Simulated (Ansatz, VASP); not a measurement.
# Bi2Se3: VASP beside Ansatz

INCAR

```
SYSTEM = Bi2Se3
ALGO = Normal
EDIFF = 1E-6
ENCUT = 520
GGA = PS
ISIF = 2
ISMEAR = -1
LASPH = .TRUE.
LCHARG = .TRUE.
LELF = .TRUE.
LREAL = .FALSE.
LVHAR = .TRUE.
LWAVE = .FALSE.
NBANDS = 32
NELM = 100
PREC = Accurate
SIGMA = 0.03
```

Contents of KPOINTS:

```
k-points
0
G
  6 6 6
  0 0 0
```

POSCAR

```
Bi2Se3
1.0
    2.0645711538      1.1919807114      9.5134055809
   -2.0645711538      1.1919807114      9.5134055809
    0.0000000000     -2.3839614228      9.5134055809
Bi Se
2 3
Direct
    0.4008000000      0.4008000000      0.4008000000
    0.5992000000      0.5992000000      0.5992000000
    0.0000000000      0.0000000000      0.0000000000
    0.2117000000      0.2117000000      0.2117000000
    0.7883000000      0.7883000000      0.7883000000
```

Input for Ansatz:

```yaml
crystal:
  lattice:
    - [2.0645711538, 1.1919807114, 9.5134055809]
    - [-2.0645711538, 1.1919807114, 9.5134055809]
    - [0.0, -2.3839614228, 9.5134055809]
  atoms:
    - { symbol: Bi, position: [0.4008, 0.4008, 0.4008] }
    - { symbol: Bi, position: [0.5992, 0.5992, 0.5992] }
    - { symbol: Se, position: [0.0, 0.0, 0.0] }
    - { symbol: Se, position: [0.2117, 0.2117, 0.2117] }
    - { symbol: Se, position: [0.7883, 0.7883, 0.7883] }
kpoints:
  mp_grid: { grid: [6, 6, 6] }
  band_path:
    path:
      - [0.0, 0.0, 0.0]
      - [0.5, 0.5, 0.5]
      - [0.8228674673, 0.1771325327, 0.5]
      - [0.5, -0.1771325327, 0.1771325327]
      - [0.5, 0.0, 0.0]
      - [0.0, 0.0, 0.0]
      - [0.3385662664, -0.3385662664, 0.0]
      - [0.6614337336, 0.0, 0.3385662664]
      - [0.5, 0.0, 0.5]
    npoints: 5
scf:
  occupations: { method: fermi_dirac, width: 0.03 }
hamiltonian:
  xc: pbesol
  pseudopotentials: { kind: all_electron, lapw: { basis_error: 0.0005 } }
output:
  forces: true
  stress: true
  eigenvalues: true
```

Change from the starting cell: volume scaled by 0.99.

Alike in both runs: task single point; functional PBEsol; k mesh 6 × 6 × 6; occupations fermi-dirac, width 0.03 eV; no spin polarisation.

```csv
,VASP,Ansatz
version,VASP 6.6.1,Ansatz 0.2.0
potentials or method,"VASP PAW PBE potentials, release 64 (Bi_d, Se), cutoff 520 eV","all-electron LAPW, scalar-relativistic"
```

|  | VASP | Ansatz | Ansatz less VASP |
| --- | --- | --- | --- |
| pressure (GPa) | 0.3 | 0.3 | -0.04 |
| rms of the force components (eV/Å) | 0.104 | 0.097 | -0.0073 |

VASP's potentials were made for PBE, not for PBEsol. Atom by atom the forces differ by 0.007 eV/Å (rms over components). Ansatz ran all-electron here, and VASP with PAW potentials.

Spin-orbit coupling is off throughout.
